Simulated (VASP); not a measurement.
Ag:

```
Ag
1.0
     0.00000    2.04275    2.04275
     2.04275    0.00000    2.04275
     2.04275    2.04275    0.00000
Ag
1
Direct
  0.00000 0.00000 0.00000
```

- Program: VASP 6.6.1
- Task: relaxation of cell and atoms
- Functional: PBEsol
- Dispersion: D3(BJ)
- Potentials or basis: VASP PAW PBE potentials, release 64 (Ag_sv_GW)
- Cutoff: 630 eV
- k mesh: 11 × 11 × 11
- Occupations: methfessel-paxton, width 0.05 eV
- Spin: non-collinear spin, zero start, spin-orbit coupling
- Starting moments: [[0.0, 0.0, 0.0]] μB
- Hubbard terms: Ag d U = 6.0 eV

At the start: pressure -6.0 GPa; volume 17.05 Å³/atom.

**Question.** Where does the relaxation end?

**Answer.** Over 4 steps the energy falls by 20.1 meV/atom and the volume is 16.03 Å³/atom (-6.0 %); space group Fm-3m (No. 225, to 0.1 Å) before and after; moment 0.00 μB per cell.

Step by step:
```
step  energy change (eV)  largest force (eV/Å)  pressure (GPa)  volume (Å³)
   1              0.0000                0.0000           -6.05        17.05
   2             -0.0129                0.0000            4.57        15.51
   3             -0.0201                0.0000           -0.11        16.05
   4             -0.0201                0.0000            0.05        16.03
```

Final structure:
```yaml
crystal:
  lattice:
    - [0.00000, 2.00129, 2.00129]
    - [2.00129, 0.00000, 2.00129]
    - [2.00129, 2.00129, 0.00000]
  atoms:
    - { symbol: Ag, position: [0.00000, 0.00000, 0.00000] }
```

Caveat: the PAW data sets were made with another functional, which shifts forces and pressure a little; the U is typed as a test and isn't derived for this compound.
